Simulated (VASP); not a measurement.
A run of VASP 6.6.1 is set up as follows.

Contents of INCAR:

```
  PREC = Accurate
  ENCUT = 520
  EDIFF = 1E-6
  ISMEAR = -1
  SIGMA = 0.05
  LREAL = F
  LASPH = T
  NELM = 60
  ALGO = Normal
  ISIF = 2
  LWAVE = F
  LCHARG = F
  GGA = PS
  NBANDS = 16
```

The input KPOINTS:

```
Automatic mesh
0
Gamma
  10 10 10
```

Contents of POSCAR:

```
KPd
1.0
    3.5330180981      0.0000000000      0.0000000000
    0.0000000000      3.5330180981      0.0000000000
    0.0000000000      0.0000000000      3.5330180981
K Pd
1 1
Direct
    0.0000000000      0.0000000000      0.0000000000
    0.5000000000      0.5000000000      0.5000000000
```

Potentials or basis: VASP PAW PBE potentials, release 64 (K_sv, Pd).

The run is started by

```sh
$ cat potpaw_PBE.64/K_sv/POTCAR potpaw_PBE.64/Pd/POTCAR > POTCAR
$ mpirun -np 1 vasp_std > vasp.out
```

(1) What does it give for the pressure?

Answers

(1) 3.7 GPa.

Caveat: the PAW data sets were made with another functional, which shifts forces and pressure a little.
